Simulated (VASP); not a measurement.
Input of a VASP 6.6.1 run:

File INCAR:

```
SYSTEM = Ga2BSb3
PREC = Accurate
ENCUT = 600
EDIFF = 1E-6
ISMEAR = 0
SIGMA = 0.1
LREAL = .False.
LASPH = .True.
NELM = 80
ALGO = Normal
ISIF = 3
LWAVE = .False.
LCHARG = .False.
GGA = PE
IBRION = 2
NSW = 100
EDIFFG = -0.01
```

Contents of KPOINTS:

```
Automatic mesh
0
Gamma
  6 6 8
  0 0 0
```

File POSCAR:

```
Ga2BSb3
1.0
    5.9995474123      0.0000000000      0.0000000000
   -2.9997737061      5.1957604702      0.0000000000
    0.0000000000      0.0000000000      5.4959924581
Ga B Sb
2 1 3
Direct
    0.3333333333      0.6666666667      0.0000000000
    0.6666666667      0.3333333333      0.0000000000
    0.0000000000      0.0000000000      0.5000000000
    0.5000000000      0.0000000000      0.5000000000
    0.0000000000      0.5000000000      0.5000000000
    0.5000000000      0.5000000000      0.5000000000
```

Potentials or basis: VASP PAW PBE potentials, release 64 (Ga_d, B, Sb).

The run is started by

```console
$ cat potpaw_PBE.64/Ga_d/POTCAR potpaw_PBE.64/B/POTCAR potpaw_PBE.64/Sb/POTCAR > POTCAR
$ mpirun -np 1 vasp_std > vasp.out
```

Q: What does it give for the space group after relaxing (to 0.05 Å)?

A: P6/mmm (No. 191).

Q: What does it give for the relaxed cell?

A: a = 6.141 Å, b = 6.141 Å, c = 5.195 Å, α = 90.00°, β = 90.00°, γ = 120.00°.

Q: What does it give for the relaxed volume?

A: 28.27 Å³/atom.

Q: What does it give for the band gap on the k mesh?

A: Zero (band 22 reaches 5.20 eV, above the bottom of band 23 at 3.84 eV).

Final structure:
```yaml
crystal:
  lattice:
    - [6.14065, 0.00000, 0.00000]
    - [-3.07032, 5.31796, 0.00000]
    - [0.00000, 0.00000, 5.19485]
  atoms:
    - { symbol: Ga, position: [0.33333, 0.66667, 0.00000] }
    - { symbol: Ga, position: [0.66667, 0.33333, 0.00000] }
    - { symbol: B, position: [0.00000, 0.00000, 0.50000] }
    - { symbol: Sb, position: [0.50000, 0.00000, 0.50000] }
    - { symbol: Sb, position: [0.00000, 0.50000, 0.50000] }
    - { symbol: Sb, position: [0.50000, 0.50000, 0.50000] }
```

Caveat: spin-orbit coupling is left out, which moves the levels of the heavy elements.
